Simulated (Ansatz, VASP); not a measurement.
## PbF2: VASP beside Ansatz

File INCAR:

```
PREC = Accurate
ENCUT = 520
EDIFF = 1E-6
ISMEAR = 0
SIGMA = 0.05
LREAL = F
LASPH = T
NELM = 60
ALGO = Normal
ISIF = 2
LWAVE = F
LCHARG = F
LDIPOL = T
IDIPOL = 3
DIPOL = 0.5 0.5 0.500
GGA = PE
NBANDS = 52
```

The input KPOINTS:

```
regular mesh
0
Gamma
  9 9 1
```

POSCAR

```
PbF2
1.0
    4.2427419478      0.0000000000      0.0000000000
   -2.1213709739      3.6743223085      0.0000000000
    0.0000000000      0.0000000000     23.6604607353
F Pb
6 3
Direct
    0.0000000000      0.0000000000      0.3169845289
    0.3333333333      0.6666666667      0.3901907173
    0.6666666667      0.3333333333      0.4633969058
    0.0000000000      0.0000000000      0.5366030942
    0.3333333333      0.6666666667      0.6098092827
    0.6666666667      0.3333333333      0.6830154711
    0.6666666667      0.3333333333      0.3535876231
    0.3333333333      0.6666666667      0.5000000000
    0.0000000000      0.0000000000      0.6464123769
```

Input for Ansatz:

```yaml
crystal:
  lattice:
    - [4.2427419478, 0.0, 0.0]
    - [-2.1213709739, 3.6743223085, 0.0]
    - [0.0, 0.0, 23.6604607353]
  atoms:
    - { symbol: F, position: [0.0, 0.0, 0.3169845289] }
    - { symbol: Pb, position: [0.6666666667, 0.3333333333, 0.3535876231] }
    - { symbol: F, position: [0.3333333333, 0.6666666667, 0.3901907173] }
    - { symbol: F, position: [0.6666666667, 0.3333333333, 0.4633969058] }
    - { symbol: Pb, position: [0.3333333333, 0.6666666667, 0.5] }
    - { symbol: F, position: [0.0, 0.0, 0.5366030942] }
    - { symbol: F, position: [0.3333333333, 0.6666666667, 0.6098092827] }
    - { symbol: Pb, position: [0.0, 0.0, 0.6464123769] }
    - { symbol: F, position: [0.6666666667, 0.3333333333, 0.6830154711] }
basis:
  ecutwfc: 420
kpoints:
  mp_grid: { grid: [9, 9, 1] }
hamiltonian:
  xc: pbe
scf:
  occupations: { method: gaussian, width: 0.05 }
output:
  forces: true
  eigenvalues: true
  write_density: true
  write_potential: true
  elf: true
  volumetric_format: npy
efield:
  axis: 3
  dipole_correction: true
  ramp_width: 0.04
```

Alike in both runs: task single point; functional PBE; k mesh 9 × 9 × 1; occupations gaussian, width 0.05 eV; no spin polarisation.

|  | VASP | Ansatz |
| --- | --- | --- |
| version | VASP 6.6.1 | Ansatz 0.2.0 |
| potentials or method | VASP PAW PBE potentials, release 64 (F, Pb_d), cutoff 520 eV | scalar-relativistic, plane waves, PAW |
| valence electrons in the cell | 84 | 84 |

Ansatz gave:

```
gap on the k mesh at the Fermi level (eV) : 4.27
least direct gap on the mesh (eV)         : 4.37
rms of the force components (eV/Å)        : 0.122
```

Problem. Estimate VASP's values.

Solution. gap on the k mesh at the Fermi level (eV): 4.27; least direct gap on the mesh (eV): 4.36; rms of the force components (eV/Å): 0.122.

Ansatz's warnings: xc potential rough in thin density.

Spin-orbit coupling is off throughout.
